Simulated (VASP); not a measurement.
# Co (Im-3m) in VASP: further runs

Runs on Co. Level: PBEsol. Tasks: relaxation of cell and atoms, single point.

All numbers are computed with VASP 6.6.1; they aren't measurements. Logs are shortened: lines on timing, memory, paths and dates and some standing lists are left out, and cuts for length are marked.

**1. The cell of the first run**

It takes space group Im-3m (No. 229, cubic). The conventional cell has a = 2.808 Å, b = 2.808 Å, c = 2.808 Å, α = 90.00°, β = 90.00°, γ = 90.00°. Co (site symmetry m-3m) has 14 Co at 2.43 to 2.81 Å within 3.2 Å.

**2. Relaxation of cell and atoms, PBEsol, collinear spin, antiferromagnetic start**

The input, INCAR:

```
PREC = Accurate ; ENCUT = 600
EDIFF = 1E-6 ; ISMEAR = -1
SIGMA = 0.05 ; LREAL = False
LASPH = True ; NELM = 150
ALGO = Normal ; ISIF = 3
LWAVE = False ; LCHARG = False
ISPIN = 2 ; MAGMOM = 1.7 -1.7
LORBIT = 11 ; LMAXMIX = 4
GGA = PS ; IBRION = 2
NSW = 80 ; EDIFFG = -0.01
```

The input, KPOINTS:

```
regular mesh
0
Gamma
  11 11 11
```

The input, POSCAR:

```
Co
1.0
    2.8082743434      0.0000000000      0.0000000000
    0.0000000000      2.8082743434      0.0000000000
    0.0000000000      0.0000000000      2.8082743434
Co
2
Direct
    0.0000000000      0.0000000000      0.0000000000
    0.5000000000      0.5000000000      0.5000000000
```

Potentials or basis: VASP PAW PBE potentials, release 64 (Co).

Command:

```sh
$ cat potpaw_PBE.64/Co/POTCAR > POTCAR
$ mpirun -np 1 vasp_std > vasp.out
```

OUTCAR:

```text
PREC = Accurate
   ENCUT = 600
   EDIFF = 1E-6
   ISMEAR = -1
   LREAL = False
   LASPH = True
   NELM = 150
   ISIF = 3
   ISPIN = 2
   LORBIT = 11
   GGA = PS
   IBRION = 2
   NSW = 80
   EDIFFG = -0.01

 ion  position               nearest neighbor table
   1  0.000  0.000  0.000-   2 2.43   2 2.43   2 2.43   2 2.43   2 2.43   2 2.43   2 2.43   2 2.43

   2  0.500  0.500  0.500-   1 2.43   1 2.43   1 2.43   1 2.43   1 2.43   1 2.43   1 2.43   1 2.43

  LATTYP: Found a simple cubic cell.
 ALAT       =     2.8082743434

  Lattice vectors:

 A1 = (   2.8082743434,   0.0000000000,   0.0000000000)
 A2 = (   0.0000000000,   2.8082743434,   0.0000000000)
 A3 = (   0.0000000000,   0.0000000000,   2.8082743434)

Analysis of symmetry for initial positions (statically):
=====================================================================
 Subroutine PRICEL returns following result:

  LATTYP: Found a body centered cubic cell.
 ALAT       =     2.8082743434

  Lattice vectors:

 A1 = (   1.4041371717,   1.4041371717,  -1.4041371717)
 A2 = (  -1.4041371717,   1.4041371717,   1.4041371717)
 A3 = (   1.4041371717,  -1.4041371717,   1.4041371717)

   2 primitive cells build up your supercell.

 Routine SETGRP: Setting up the symmetry group for a
 simple cubic supercell.

 Subroutine GETGRP returns: Found 48 space group operations
 (whereof 48 operations were pure point group operations)
 out of a pool of 48 trial point group operations.

The static configuration has the point symmetry O_h .

Analysis of symmetry for dynamics (positions and initial velocities):
=====================================================================
 Subroutine PRICEL returns following result:

  LATTYP: Found a body centered cubic cell.
 ALAT       =     2.8082743434

  Lattice vectors:

 A1 = (   1.4041371717,   1.4041371717,  -1.4041371717)
 A2 = (  -1.4041371717,   1.4041371717,   1.4041371717)
 A3 = (   1.4041371717,  -1.4041371717,   1.4041371717)

   2 primitive cells build up your supercell.

 Routine SETGRP: Setting up the symmetry group for a
 simple cubic supercell.

 Subroutine GETGRP returns: Found 48 space group operations
 (whereof 48 operations were pure point group operations)
 out of a pool of 48 trial point group operations.

The dynamic configuration has the point symmetry O_h .

Analysis of structural, dynamic, and magnetic symmetry:
=====================================================================
 Subroutine PRICEL returns following result:

  LATTYP: Found a body centered cubic cell.
 ALAT       =     2.8082743434

  Lattice vectors:

 A1 = (   1.4041371717,   1.4041371717,  -1.4041371717)
 A2 = (  -1.4041371717,   1.4041371717,   1.4041371717)
 A3 = (   1.4041371717,  -1.4041371717,   1.4041371717)

   2 primitive cells build up your supercell.

 Routine SETGRP: Setting up the symmetry group for a
 simple cubic supercell.

 Subroutine GETGRP returns: Found 48 space group operations
 (whereof 48 operations were pure point group operations)
 out of a pool of 48 trial point group operations.

The overall configuration has the point symmetry O_h .

 Subroutine INISYM returns: Found 48 space group operations
 (whereof 48 operations are pure point group operations),
 and found     2 'primitive' translations

----------------------------------------------------------------------------------------

                                     Primitive cell

  volume of cell :      11.0736

  direct lattice vectors                    reciprocal lattice vectors
     1.404137172  1.404137172 -1.404137172     0.356090566  0.356090566  0.000000000
    -1.404137172  1.404137172  1.404137172    -0.000000000  0.356090566  0.356090566
     1.404137172 -1.404137172  1.404137172     0.356090566  0.000000000  0.356090566

  length of vectors
     2.432036922  2.432036922  2.432036922     0.503588108  0.503588108  0.503588108

  position of ions in fractional coordinates (direct lattice)
     0.000000000  0.000000000  0.000000000

  ion indices of the primitive-cell ions
   primitive index   ion index
                 1           1

----------------------------------------------------------------------------------------

 KPOINTS: regular mesh

Automatic generation of k-mesh.
 Grid dimensions read from file:
 generate k-points for:   11   11   11

 Generating k-lattice:

  Cartesian coordinates                     Fractional coordinates (reciprocal lattice)
     0.032371870  0.000000000  0.000000000     0.090909091  0.000000000  0.000000000
     0.000000000  0.032371870  0.000000000     0.000000000  0.090909091  0.000000000
     0.000000000  0.000000000  0.032371870     0.000000000  0.000000000  0.090909091

  Length of vectors
     0.032371870  0.032371870  0.032371870

  Shift w.r.t. Gamma in fractional coordinates (k-lattice)
     0.000000000  0.000000000  0.000000000

 Subroutine IBZKPT returns following result:
 ===========================================

 Found     56 irreducible k-points:

 Following reciprocal coordinates:
            Coordinates               Weight
  0.000000  0.000000  0.000000      1.000000
  0.090909  0.000000  0.000000      6.000000
  0.181818  0.000000  0.000000      6.000000
  0.272727  0.000000  0.000000      6.000000
  0.363636  0.000000  0.000000      6.000000
  0.454545  0.000000  0.000000      6.000000
[... 16 lines left out ...]
  0.181818  0.090909  0.090909     24.000000
  0.272727  0.090909  0.090909     24.000000
 [... further k-points ...]
   k-points           NKPTS =     56   k-points in BZ     NKDIM =     56   number of bands    NBANDS=     13
   number of dos      NEDOS =    301   number of ions     NIONS =      2
   total plane-waves  NPLWV =  13824
   dimension x,y,z NGX =    24 NGY =   24 NGZ =   24
   dimension x,y,z NGXF=    48 NGYF=   48 NGZF=   48
   ions per type =               2
   NGX,Y,Z   is equivalent  to a cutoff of  14.21, 14.21, 14.21 a.u.
   NGXF,Y,Z  is equivalent  to a cutoff of  28.42, 28.42, 28.42 a.u.
 SYSTEM =  unknown system
   PREC   = accura    normal or accurate (medium, high low for compatibility)
   ISTART =      0    job   : 0-new  1-cont  2-samecut
   ICHARG =      2    charge: 1-file 2-atom 10-const
   ISPIN  =      2    spin polarized calculation?
   LNONCOLLINEAR =      F non collinear calculations
   LSORBIT =      F    spin-orbit coupling
   LASPH  =      T    aspherical Exc in radial PAW
   ENCUT  =  600.0 eV  44.10 Ry    6.64 a.u.   5.61  5.61  5.61*2*pi/ulx,y,z
   NELM   =    150;   NELMIN=  2; NELMDL= -5     # of ELM steps
   EDIFF  = 0.1E-05   stopping-criterion for ELM
   LREAL  =      F    real-space projection
   EDIFFG = -.1E-01   stopping-criterion for IOM
   NSW    =     80    number of steps for IOM
   IBRION =      2    ionic relax: 0-MD 1-quasi-New 2-CG
   NFREE  =      1    steps in history (QN), initial steepest desc. (CG)
   ISIF   =      3    stress and relaxation
   ISYM   =      2    0-nonsym 1-usesym 2-fastsym
   POTIM  = 0.5000    time-step for ionic-motion
   TEBEG  =    0.0;   TEEND  =   0.0 temperature during run
   PSTRESS=    0.0 pullay stress
   NELECT =      18.0000    total number of electrons
   NUPDOWN=      -1.0000    fix difference up-down
   EMIN   =  10.00;   EMAX   =-10.00  energy-range for DOS
   EFERMI =   0.00;   METHOD = LEGACY
   ISMEAR =    -1;   SIGMA  =   0.05  broadening in eV -4-tet -1-fermi 0-gaus
   EFERMI_NEDOS =   21; number of points for ismear=-14 and -15
   IALGO  =     38    algorithm
   IMIX   =      4    mixing-type and parameters
     AMIX     =   0.40;   BMIX     =  1.00
     AMIX_MAG =   1.60;   BMIX_MAG =  1.00
  volume/ion in A,a.u.               =      11.07        74.73
  Fermi-wavevector in a.u.,A,eV,Ry     =   1.527775  2.887077 31.757320  2.334097
  Thomas-Fermi vector in A             =   2.635625
   LORBIT       =     11    0 simple, 1 ext, 2 COOP (PROOUT), +10 PAW based schemes
   GGA     = PS    functional components
   LHFCALC =     F    Hartree Fock is set to
   AEXX    =    0.0000 exact exchange contribution
   IVDW    =     0    specifies the selected vdW correction
   LEPSILON=     F    determine dielectric tensor
   LRPA    =     F    only Hartree local field effects (RPA)
 conjugate gradient relaxation of ions
 spin polarized calculation
  energy-cutoff  :      600.00
  volume of cell :       22.15
 maximum number of plane-waves:       752
 NGX is ok and might be reduce to    24
   NGX = 11   NGY = 11   NGZ = 11

--------------------------------------- Ionic step        1  -------------------------------------------

 number of electron      17.9999993 magnetization      -0.0000000

 number of electron      17.9999993 magnetization       0.0000000

 Free energy of the ion-electron system (eV)
  ---------------------------------------------------
  ext. energy  EPLUGINS =         0.00000000
  ---------------------------------------------------
  free energy    TOTEN  =       -14.62338389 eV

  energy without entropy =      -14.58436971  energy(sigma->0) =      -14.60387680

 E-fermi :   9.6620     XC(G=0): -13.4683

 val. band max:        9.6512314543   @ k =   0.4545   0.0909   0.0909
 cond. band min:       9.6859412335   @ k =   0.3636   0.0909   0.0909
 fundamental gap:      0.0347097792
 Fermi energy:         9.6619899956

 spin component 1

 k-point     1 :       0.0000    0.0000    0.0000
  band No.  band energies     occupation
      1       0.9593      1.00000
      2       5.5449      1.00000
      3       5.5449      1.00000
      4       7.8280      1.00000
      5       7.8280      1.00000
      6       7.8280      1.00000
      7       9.3964      0.99509
      8       9.3964      0.99509
      9      10.2277      0.00001
     10      10.2277      0.00001
     11      10.2277      0.00001
     12      19.5179      0.00000
     13      19.5179      0.00000
[... 943 lines left out ...]
--------------------------------------- Ionic step        6  -------------------------------------------

 number of electron      18.0000008 magnetization      -0.0000000

 number of electron      18.0000008 magnetization       0.0000000

 Free energy of the ion-electron system (eV)
  ---------------------------------------------------
  ext. energy  EPLUGINS =         0.00000000
  ---------------------------------------------------
  free energy    TOTEN  =       -14.73660063 eV

  energy without entropy =      -14.69966981  energy(sigma->0) =      -14.71813522

 E-fermi :  10.9640     XC(G=0): -13.9946

 val. band max:       10.9410515010   @ k =   0.4545   0.3636   0.0909
 cond. band min:      10.9682256866   @ k =   0.4545   0.4545   0.0000
 fundamental gap:      0.0271741856
 Fermi energy:        10.9639604241

 spin component 1

 k-point     1 :       0.0000    0.0000    0.0000
  band No.  band energies     occupation
      1       1.7140      1.00000
      2       6.3343      1.00000
      3       6.3343      1.00000
      4       8.9572      1.00000
      5       8.9572      1.00000
      6       8.9572      1.00000
      7      10.6712      0.99715
      8      10.6712      0.99715
      9      11.6238      0.00000
     10      11.6238      0.00000
     11      11.6238      0.00000
     12      21.4501      0.00000
     13      21.4501      0.00000
[... 785 lines left out ...]
  FREE ENERGIE OF THE ION-ELECTRON SYSTEM (eV)
  ---------------------------------------------------
  free  energy   TOTEN  =       -14.7366006298 eV

  energy  without entropy=      -14.6996698068  energy(sigma->0) =      -14.71813522

 reached required accuracy - stopping structural energy minimisation

 total charge

# of ion       s       p       d       tot
------------------------------------------
    1        0.508   0.575   7.328   8.411
    2        0.508   0.575   7.328   8.411
--------------------------------------------------
tot          1.017   1.149  14.655  16.822

 magnetization (x)

# of ion       s       p       d       tot
------------------------------------------
    1        0.008   0.010   0.660   0.678
    2       -0.008  -0.010  -0.660  -0.678
--------------------------------------------------
tot          0.000   0.000   0.000   0.000
```

Run time: 91 s. Hardware: 1 thread of Intel Xeon Platinum 8259CL at 2.50GHz (Skylake/Cascade Lake), shared host; peak memory 0.17 GiB.

What came out:

```
Free energy                                           : -14.7366 eV
Relaxed volume                                        : 10.14 Å³/atom
Relaxed cell                                          : a = 2.727 Å, b = 2.727 Å, c = 2.727 Å, α = 90.00°, β = 90.00°, γ = 90.00°
Space group after relaxing (to 0.05 Å)                : Im-3m (No. 229)
Energy gained by relaxing                             : 56.6 meV/atom
Ionic steps                                           : 6
Pressure after relaxing                               : 0.0 GPa
Band gap on the k mesh                                : zero (filled and empty bands overlap)
Net moment                                            : 0.00 μB per cell
Site moments                                          : Co +0.68, -0.68 μB
Valence electrons inside the program's atomic spheres : Co 8.41
```

The path:
| step | energy change (eV) | largest force (eV/Å) | pressure (GPa) | volume (Å³) |
| --- | --- | --- | --- | --- |
| 1 | 0.0000 | 0.0000 | -17.77 | 22.15 |
| 2 | 0.0473 | 0.0000 | 30.69 | 18.44 |
| 3 | -0.1132 | 0.0000 | -0.65 | 20.32 |
| 4 | -0.1132 | 0.0000 | 0.16 | 20.27 |
| 5 | -0.1132 | 0.0000 | -0.19 | 20.30 |
| 6 | -0.1132 | 0.0000 | 0.01 | 20.28 |

Final structure:
```xyz
2
Lattice="2.7271 0.0000 0.0000 0.0000 2.7271 0.0000 0.0000 0.0000 2.7271" Properties=species:S:1:pos:R:3 pbc="T T T"
Co    2.7271    0.0000    2.7271
Co    1.3636    1.3636    1.3636
```

Levels at points of the mesh, in eV from the Fermi level:
Spin up:
```tsv
k point	band 5	band 6	band 7	band 8	band 9	band 10	band 11	band 12	band 13
(0.00, 0.00, 0.00)	-2.01	-2.01	-0.29	-0.29	0.66	0.66	0.66	10.49	10.49
```
Spin down:
```csv
k point,band 7,band 8,band 9,band 10,band 11,band 12
"(0.00, 0.00, 0.00)",-0.29,-0.29,0.66,0.66,0.66,10.49
```

Caveat: the PAW data sets were made with another functional, which shifts forces and pressure a little.

(Part 1 of 2 ends here.)
